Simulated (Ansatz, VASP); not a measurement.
ZrN: VASP beside Ansatz

The input INCAR:

```
SYSTEM = ZrN
  PREC = Accurate
  ENCUT = 600
  EDIFF = 1E-6
  ISMEAR = -1
  SIGMA = 0.01
  LREAL = .False.
  LASPH = .True.
  NELM = 120
  ALGO = Normal
  ISIF = 2
  LWAVE = .False.
  LCHARG = .False.
  GGA = PE
  NBANDS = 16
  GGA_COMPAT = .False.
```

File KPOINTS:

```
Automatic mesh
0
Gamma
  9 9 9
  0 0 0
```

POSCAR

```
ZrN
1.0
    0.0000000000      2.2765903777      2.2765903777
    2.2765903777      0.0000000000      2.2765903777
    2.2765903777      2.2765903777      0.0000000000
Zr N
1 1
Direct
    0.0000000000      0.0000000000      0.0000000000
    0.5000000000      0.5000000000      0.5000000000
```

Input for Ansatz:

```yaml
crystal:
  lattice:
    - [0.0, 2.2765903777, 2.2765903777]
    - [2.2765903777, 0.0, 2.2765903777]
    - [2.2765903777, 2.2765903777, 0.0]
  atoms:
    - { symbol: Zr, position: [0.0, 0.0, 0.0] }
    - { symbol: "N", position: [0.5, 0.5, 0.5] }
kpoints:
  mp_grid: { grid: [9, 9, 9] }
  band_path:
    path:
      - [0.0, 0.0, 0.0]
      - [0.5, 0.0, 0.5]
      - [0.625, 0.25, 0.625]
      - [0.375, 0.375, 0.75]
      - [0.0, 0.0, 0.0]
      - [0.5, 0.5, 0.5]
      - [0.5, 0.25, 0.75]
      - [0.5, 0.0, 0.5]
    npoints: 5
scf:
  occupations: { method: fermi_dirac, width: 0.01 }
hamiltonian:
  xc: pbe
  pseudopotentials: { kind: all_electron, lapw: { basis_error: 0.00025 } }
output:
  forces: true
  stress: true
  eigenvalues: true
```

Change from the starting cell: volume scaled by 0.99.

Alike in both runs: task single point; functional PBE; k mesh 9 × 9 × 9; occupations fermi-dirac, width 0.01 eV; no spin polarisation.

```csv
,VASP,Ansatz
version,VASP 6.6.1,Ansatz 0.2.0
potentials or method,"VASP PAW PBE potentials, release 64 (Zr_sv, N), cutoff 600 eV","all-electron LAPW, scalar-relativistic"
```

```tsv
	VASP	Ansatz	Ansatz less VASP
pressure (GPa)	7.4	7.2	-0.12
```

Ansatz ran all-electron here, and VASP with PAW potentials.
